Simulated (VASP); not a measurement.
Crystal: Pt.

```
CELL_PARAMETERS angstrom
2.76067 0.00000 0.00000
-1.38033 2.39081 0.00000
0.00000 0.00000 4.79213
ATOMIC_POSITIONS crystal
Pt 0.66667 0.33333 0.75000
Pt 0.33333 0.66667 0.25000
```

* Program: VASP 6.6.1
* Task: relaxation of cell and atoms
* Functional: r2SCAN
* Dispersion: D4
* Potentials or basis: VASP PAW PBE potentials, release 64 (Pt)
* Cutoff: 600 eV
* k mesh: 11 × 11 × 6
* Occupations: methfessel-paxton, width 0.1 eV
* Spin: no spin polarisation

At the start: pressure -7.8 GPa; volume 15.81 Å³/atom.

Problem. Where does the relaxation end?

Solution. Over 10 steps the energy falls by 12.2 meV/atom and the volume is 15.33 Å³/atom (-3.1 %); space group P6_3/mmc (No. 194, to 0.05 Å).

The path:
| step | energy change (eV) | largest force (eV/Å) | pressure (GPa) | volume (Å³) |
| --- | --- | --- | --- | --- |
| 1 | 0.0000 | 0.0000 | -7.82 | 31.63 |
| 2 | 0.1788 | 0.0000 | 28.87 | 28.23 |
| 3 | -0.0242 | 0.0000 | -0.26 | 30.70 |
| 4 | -0.0242 | 0.0000 | -0.06 | 30.68 |
| 5 | -0.0242 | 0.0000 | 0.06 | 30.66 |
| 6 | -0.0244 | 0.0000 | 0.13 | 30.65 |
| 7 | -0.0244 | 0.0000 | 0.14 | 30.65 |
| 8 | -0.0244 | 0.0000 | 0.13 | 30.65 |
| 9 | -0.0243 | 0.0000 | -0.29 | 30.70 |
| 10 | -0.0244 | 0.0000 | 0.02 | 30.66 |

Final structure:
```cif
data_structure
_symmetry_space_group_name_H-M 'P 1'
_symmetry_Int_Tables_number 1
_cell_length_a 2.7334
_cell_length_b 2.7334
_cell_length_c 4.7386
_cell_angle_alpha 90.000
_cell_angle_beta 90.000
_cell_angle_gamma 120.000
_cell_volume 30.66
loop_
_atom_site_label
_atom_site_type_symbol
_atom_site_fract_x
_atom_site_fract_y
_atom_site_fract_z
_atom_site_occupancy
Pt1 Pt 0.66667 0.33333 0.75000 1
Pt2 Pt 0.33333 0.66667 0.25000 1
```

Caveat: the PAW data sets were made with another functional, which shifts forces and pressure a little; pairwise dispersion overbinds metals, which lowers pressure and volume.
